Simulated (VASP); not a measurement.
# Ni3Ge (P4mm) in VASP: single point with PBEsol

Aim: the single point of Ni3Ge with PBEsol.

Program: VASP 6.6.1. These are calculated values, not measurements. Logs are shortened: lines on timing, memory, paths and dates and some standing lists are left out, and cuts for length are marked.

**1. The cell of the first run**

The structure is tetragonal, space group P4mm (No. 99). Conventional cell: a = 3.525 Å, b = 3.525 Å, c = 11.075 Å, α = 90.00°, β = 90.00°, γ = 90.00°. Within 3.3 Å of Ni (site symmetry 2mm) lie 8 Ni at 2.49 to 2.87 Å and 4 Ge at 2.49 to 2.87 Å. Within 3.3 Å of Ni (site symmetry 2mm) lie 8 Ni at 2.49 Å and 4 Ge at 2.49 Å. Within 3.3 Å of Ni (site symmetry 2mm) lie 8 Ni at 2.49 Å and 4 Ge at 2.49 Å. Within 3.3 Å of Ni (site symmetry 4mm) lie 8 Ni at 2.49 Å and 4 Ge at 2.49 Å. Within 3.3 Å of Ni (site symmetry 4mm) lie 4 Ge at 2.49 Å and 8 Ni at 2.49 to 2.87 Å. Within 3.3 Å of Ni (site symmetry 4mm) lie 8 Ni at 2.49 Å and 4 Ge at 2.49 Å. Ge (site symmetry 4mm) has 12 Ni at 2.49 to 2.87 Å within 3.3 Å. Within 3.3 Å of Ge (site symmetry 4mm) lie 12 Ni at 2.49 Å.

**2. Single point, PBEsol (the distance across one plane changed)**

The input, INCAR:

```
SYSTEM = Ni3Ge
PREC = Accurate ; ENCUT = 520
EDIFF = 1E-6 ; ISMEAR = 0
SIGMA = 0.15 ; LREAL = .FALSE.
LASPH = .TRUE. ; NELM = 100
ALGO = Fast ; ISIF = 2
LWAVE = .FALSE. ; LCHARG = .FALSE.
GGA = PS ; NBANDS = 78
```

The input, KPOINTS:

```
Automatic mesh
0
G
  13 13 5
  0 0 0
```

The input, POSCAR:

```
Ni3Ge
1.0
    0.0000000000     -3.5249142746      0.0000000000
    0.0000000000      0.0000000000     -3.5249142746
   11.0747428237      0.0000000000      0.0000000000
Ni Ge
9 3
Direct
    0.0000000000      0.5000000000      0.8752812060
    0.0000000000      0.5000000000      0.2387130562
    0.0000000000      0.5000000000      0.5569971311
    0.5000000000      0.5000000000      0.7161391686
    0.5000000000      0.5000000000      0.0795710187
    0.5000000000      0.5000000000      0.3978550936
    0.5000000000      0.0000000000      0.8752812060
    0.5000000000      0.0000000000      0.2387130562
    0.5000000000      0.0000000000      0.5569971311
    1.0000000000      1.0000000000      0.0795710187
    1.0000000000      1.0000000000      0.3978550936
    1.0000000000      1.0000000000      0.7161391686
```

Potentials or basis: VASP PAW PBE potentials, release 64 (Ni, Ge_d).

Command:

```
> cat potpaw_PBE.64/Ni/POTCAR potpaw_PBE.64/Ge_d/POTCAR > POTCAR
> mpirun -np 1 vasp_std > vasp.out
```

OUTCAR:

```text
SYSTEM = Ni3Ge
   PREC = Accurate
   ENCUT = 520
   EDIFF = 1E-6
   ISMEAR = 0
   LREAL = .FALSE.
   LASPH = .TRUE.
   NELM = 100
   ISIF = 2
   GGA = PS

 ion  position               nearest neighbor table
   1  0.000  0.500  0.875-   4 2.49  12 2.49  12 2.49   4 2.49   7 2.49   7 2.49   7 2.49   7 2.49
                            10 2.87   5 2.87  10 2.87   5 2.87
   2  0.000  0.500  0.239-   6 2.49  11 2.49  11 2.49   6 2.49   8 2.49   8 2.49   8 2.49   8 2.49
                             5 2.49  10 2.49  10 2.49   5 2.49
   3  0.000  0.500  0.557-   9 2.49   9 2.49   9 2.49   9 2.49  11 2.49   6 2.49  11 2.49   6 2.49
                             4 2.49   4 2.49  12 2.49  12 2.49
   4  0.500  0.500  0.716-   1 2.49   7 2.49   7 2.49   1 2.49  12 2.49  12 2.49  12 2.49  12 2.49
                             9 2.49   3 2.49   9 2.49   3 2.49
   5  0.500  0.500  0.080-  10 2.49  10 2.49  10 2.49  10 2.49   8 2.49   2 2.49   2 2.49   8 2.49
                             1 2.87   7 2.87   1 2.87   7 2.87
   6  0.500  0.500  0.398-   2 2.49   8 2.49   8 2.49   2 2.49  11 2.49  11 2.49  11 2.49  11 2.49
                             9 2.49   3 2.49   9 2.49   3 2.49
   7  0.500  0.000  0.875-   4 2.49  12 2.49   4 2.49  12 2.49   1 2.49   1 2.49   1 2.49   1 2.49
                            10 2.87  10 2.87   5 2.87   5 2.87
   8  0.500  0.000  0.239-   6 2.49  11 2.49   6 2.49  11 2.49   2 2.49   2 2.49   2 2.49   2 2.49
                            10 2.49  10 2.49   5 2.49   5 2.49
   9  0.500  0.000  0.557-   3 2.49   3 2.49   3 2.49   3 2.49   6 2.49  11 2.49  11 2.49   6 2.49
                             4 2.49   4 2.49  12 2.49  12 2.49
  10  0.000  0.000  0.080-   5 2.49   5 2.49   5 2.49   5 2.49   2 2.49   8 2.49   8 2.49   2 2.49
                             1 2.87   7 2.87   7 2.87   1 2.87
  11  0.000  0.000  0.398-   2 2.49   8 2.49   2 2.49   8 2.49   6 2.49   6 2.49   6 2.49   6 2.49
                             3 2.49   3 2.49   9 2.49   9 2.49
  12  0.000  0.000  0.716-   1 2.49   7 2.49   1 2.49   7 2.49   4 2.49   4 2.49   4 2.49   4 2.49
                             3 2.49   3 2.49   9 2.49   9 2.49

  LATTYP: Found a simple tetragonal cell.
 ALAT       =     3.5249142746
 C/A-ratio  =     3.1418474212

  Lattice vectors:

 A1 = (   0.0000000000,  -3.5249142746,   0.0000000000)
 A2 = (   0.0000000000,   0.0000000000,  -3.5249142746)
 A3 = (  11.0747428237,   0.0000000000,   0.0000000000)

Analysis of symmetry for initial positions (statically):
=====================================================================
 Subroutine PRICEL returns:
 Original cell was already a primitive cell.

 Routine SETGRP: Setting up the symmetry group for a
 simple tetragonal supercell.

 Subroutine GETGRP returns: Found  8 space group operations
 (whereof  8 operations were pure point group operations)
 out of a pool of 16 trial point group operations.

The static configuration has the point symmetry C_4v.

Analysis of symmetry for dynamics (positions and initial velocities):
=====================================================================
 Subroutine PRICEL returns:
 Original cell was already a primitive cell.

 Routine SETGRP: Setting up the symmetry group for a
 simple tetragonal supercell.

 Subroutine GETGRP returns: Found  8 space group operations
 (whereof  8 operations were pure point group operations)
 out of a pool of 16 trial point group operations.

The dynamic configuration has the point symmetry C_4v.

 Subroutine INISYM returns: Found  8 space group operations
 (whereof  8 operations are pure point group operations),
 and found     1 'primitive' translations

----------------------------------------------------------------------------------------

                                     Primitive cell

  volume of cell :     137.6039

  direct lattice vectors                    reciprocal lattice vectors
     0.000000000 -3.524914275  0.000000000     0.000000000 -0.283694843  0.000000000
     0.000000000  0.000000000 -3.524914275     0.000000000  0.000000000 -0.283694843
    11.074742824  0.000000000  0.000000000     0.090295551  0.000000000  0.000000000

  length of vectors
     3.524914275  3.524914275 11.074742824     0.283694843  0.283694843  0.090295551

[... 30 lines left out ...]

 KPOINTS: Automatic mesh

Automatic generation of k-mesh.
 Grid dimensions read from file:
 generate k-points for:   13   13    5

 Generating k-lattice:

  Cartesian coordinates                     Fractional coordinates (reciprocal lattice)
     0.000000000 -0.021822680  0.000000000     0.076923077  0.000000000  0.000000000
     0.000000000  0.000000000 -0.021822680     0.000000000  0.076923077  0.000000000
     0.018059110  0.000000000  0.000000000     0.000000000  0.000000000  0.200000000

  Length of vectors
     0.021822680  0.021822680  0.018059110

  Shift w.r.t. Gamma in fractional coordinates (k-lattice)
     0.000000000  0.000000000  0.000000000

 Subroutine IBZKPT returns following result:
 ===========================================

 Found     84 irreducible k-points:

 Following reciprocal coordinates:
            Coordinates               Weight
  0.000000  0.000000  0.000000      1.000000
  0.076923  0.000000  0.000000      4.000000
  0.153846  0.000000  0.000000      4.000000
  0.230769  0.000000  0.000000      4.000000
  0.307692  0.000000  0.000000      4.000000
  0.384615  0.000000  0.000000      4.000000
[... 16 lines left out ...]
  0.307692  0.307692  0.000000      4.000000
  0.384615  0.307692  0.000000      8.000000
 [... further k-points ...]
   k-points           NKPTS =     84   k-points in BZ     NKDIM =     84   number of bands    NBANDS=     78
   number of dos      NEDOS =    301   number of ions     NIONS =     12
   total plane-waves  NPLWV =  65856
   dimension x,y,z NGX =    28 NGY =   28 NGZ =   84
   dimension x,y,z NGXF=    56 NGYF=   56 NGZF=  168
   ions per type =               9   3
   NGX,Y,Z   is equivalent  to a cutoff of  13.21, 13.21, 12.61 a.u.
   NGXF,Y,Z  is equivalent  to a cutoff of  26.41, 26.41, 25.22 a.u.
 SYSTEM =  Ni3Ge
   PREC   = accura    normal or accurate (medium, high low for compatibility)
   ISTART =      0    job   : 0-new  1-cont  2-samecut
   ICHARG =      2    charge: 1-file 2-atom 10-const
   ISPIN  =      1    spin polarized calculation?
   LNONCOLLINEAR =      F non collinear calculations
   LSORBIT =      F    spin-orbit coupling
   LASPH  =      T    aspherical Exc in radial PAW
   ENCUT  =  520.0 eV  38.22 Ry    6.18 a.u.   6.55  6.55 20.59*2*pi/ulx,y,z
   NELM   =    100;   NELMIN=  2; NELMDL= -5     # of ELM steps
   EDIFF  = 0.1E-05   stopping-criterion for ELM
   LREAL  =      F    real-space projection
   EDIFFG = 0.1E-04   stopping-criterion for IOM
   NSW    =      0    number of steps for IOM
   IBRION =     -1    ionic relax: 0-MD 1-quasi-New 2-CG
   NFREE  =      0    steps in history (QN), initial steepest desc. (CG)
   ISIF   =      2    stress and relaxation
   ISYM   =      2    0-nonsym 1-usesym 2-fastsym
   POTIM  = 0.5000    time-step for ionic-motion
   TEBEG  =    0.0;   TEEND  =   0.0 temperature during run
   PSTRESS=    0.0 pullay stress
   NELECT =     132.0000    total number of electrons
   NUPDOWN=      -1.0000    fix difference up-down
   EMIN   =  10.00;   EMAX   =-10.00  energy-range for DOS
   EFERMI =   0.00;   METHOD = LEGACY
   ISMEAR =     0;   SIGMA  =   0.15  broadening in eV -4-tet -1-fermi 0-gaus
   EFERMI_NEDOS =   21; number of points for ismear=-14 and -15
   IALGO  =     68    algorithm
   IMIX   =      4    mixing-type and parameters
     AMIX     =   0.40;   BMIX     =  1.00
     AMIX_MAG =   1.60;   BMIX_MAG =  1.00
  volume/ion in A,a.u.               =      11.47        77.38
  Fermi-wavevector in a.u.,A,eV,Ry     =   1.614566  3.051088 35.467999  2.606824
  Thomas-Fermi vector in A             =   2.709454
   LORBIT       =      0    0 simple, 1 ext, 2 COOP (PROOUT), +10 PAW based schemes
   GGA     = PS    functional components
   LHFCALC =     F    Hartree Fock is set to
   AEXX    =    0.0000 exact exchange contribution
   IVDW    =     0    specifies the selected vdW correction
   LEPSILON=     F    determine dielectric tensor
   LRPA    =     F    only Hartree local field effects (RPA)
 non-spin polarized calculation
 RMM-DIIS sequential band-by-band and
 Gauss-broadening in eV      SIGMA  =   0.15
  energy-cutoff  :      520.00
  volume of cell :      137.60
 maximum number of plane-waves:      3769
 NGX is ok and might be reduce to    28
   NGX = 13   NGY = 13   NGZ = 41

 number of electron     131.9999927 magnetization

 Free energy of the ion-electron system (eV)
  ---------------------------------------------------
  ext. energy  EPLUGINS =         0.00000000
  ---------------------------------------------------
  free energy    TOTEN  =       -73.38986105 eV

  energy without entropy =      -73.32517279  energy(sigma->0) =      -73.35751692

 E-fermi :   9.6229     XC(G=0): -13.3836

 val. band max:        9.6215053732   @ k =   0.4615   0.3077   0.4000
 cond. band min:       9.6233179971   @ k =   0.3846   0.3846   0.0000
 fundamental gap:      0.0018126239
 Fermi energy:         9.6228580349

 k-point     1 :       0.0000    0.0000    0.0000
  band No.  band energies     occupation
      1     -14.9987      2.00000
      2     -14.9895      2.00000
      3     -14.9862      2.00000
      4     -14.9862      2.00000
      5     -14.9853      2.00000
      6     -14.9589      2.00000
[... 1933 lines left out ...]
     77      14.1931      0.00000
     78      14.6533      0.00000

 [... further k-points ...]
[... 5 lines left out ...]
  --------------------------------------------------------------------------------------
  -------------------------------------------------------------------------------------
  Total       -7.2411720     -3.0007400     -3.0007400      0.0000000      0.0000000      0.0000000
  in kB      -84.3118611    -34.9388164    -34.9388164      0.0000000      0.0000000      0.0000000
  external PRESSURE =     -51.3964980 kB  Pullay stress =       0.0000000 kB

 VOLUME and BASIS-vectors are now :
 -----------------------------------------------------------------------------
  energy-cutoff  :      520.00
  volume of cell :      137.60
      direct lattice vectors                 reciprocal lattice vectors
     0.000000000 -3.524914275  0.000000000     0.000000000 -0.283694843  0.000000000
     0.000000000  0.000000000 -3.524914275     0.000000000  0.000000000 -0.283694843
    11.074742824  0.000000000  0.000000000     0.090295551  0.000000000  0.000000000

 POSITION                                       TOTAL-FORCE (eV/Angst)
 -----------------------------------------------------------------------------------
      9.69351      0.00000     -1.76246         0.978770      0.000000     -0.000000
      2.64369      0.00000     -1.76246        -0.087140      0.000000     -0.000000
      6.16860      0.00000     -1.76246         0.002934      0.000000     -0.000000
      7.93106     -1.76246     -1.76246         0.230074      0.000000     -0.000000
      0.88123     -1.76246     -1.76246        -1.367951      0.000000     -0.000000
      4.40614     -1.76246     -1.76246        -0.065620      0.000000      0.000000
      9.69351     -1.76246      0.00000         0.978770     -0.000000     -0.000000
      2.64369     -1.76246      0.00000        -0.087140      0.000000     -0.000000
      6.16860     -1.76246      0.00000         0.002934      0.000000     -0.000000
      0.88123      0.00000      0.00000        -1.043253      0.000000     -0.000000
      4.40614      0.00000      0.00000         0.074983      0.000000     -0.000000
      7.93106      0.00000      0.00000         0.382638      0.000000     -0.000000
 -----------------------------------------------------------------------------------
    total drift:                                0.001679     -0.000000      0.000000

  FREE ENERGIE OF THE ION-ELECTRON SYSTEM (eV)
  ---------------------------------------------------
  free  energy   TOTEN  =       -73.3898610533 eV

  energy  without entropy=      -73.3251727875  energy(sigma->0) =      -73.35751692
```

It took 14 min on 1 thread of AMD EPYC 9R45 (Zen 5), shared host; peak memory 0.67 GiB.

Results:

| Item | Value |
| --- | --- |
| Free energy | -73.3899 eV |
| Pressure | -5.1 GPa |
| Largest force | 1.368 eV/Å |
| Band gap on the k mesh | zero (bands 66 and 67 overlap by 0.48 eV) |

Forces on the atoms (eV/Å):
```
Ni   0.979  0.000  0.000
Ni  -0.087  0.000  0.000
Ni   0.003  0.000  0.000
Ni   0.230  0.000  0.000
Ni  -1.368  0.000  0.000
Ni  -0.066  0.000  0.000
Ni   0.979  0.000  0.000
Ni  -0.087  0.000  0.000
Ni   0.003  0.000  0.000
Ge  -1.043  0.000  0.000
Ge   0.075  0.000  0.000
Ge   0.383  0.000  0.000
```

Levels at points of the mesh, in eV from the Fermi level:
| k point | band 63 | band 64 | band 65 | band 66 | band 67 | band 68 | band 69 | band 70 |
| --- | --- | --- | --- | --- | --- | --- | --- | --- |
| (0.00, 0.00, 0.00) | -0.24 | -0.07 | -0.07 | -0.03 | 0.01 | 0.28 | 1.93 | 1.93 |

Caveat: the cell differs from its parent crystal (the distance across one plane changed); the cell stands under tension; the PAW data sets were made with another functional, which shifts forces and pressure a little. Spin polarisation is off, so any magnetic state and its effect on volume and gap are missing.
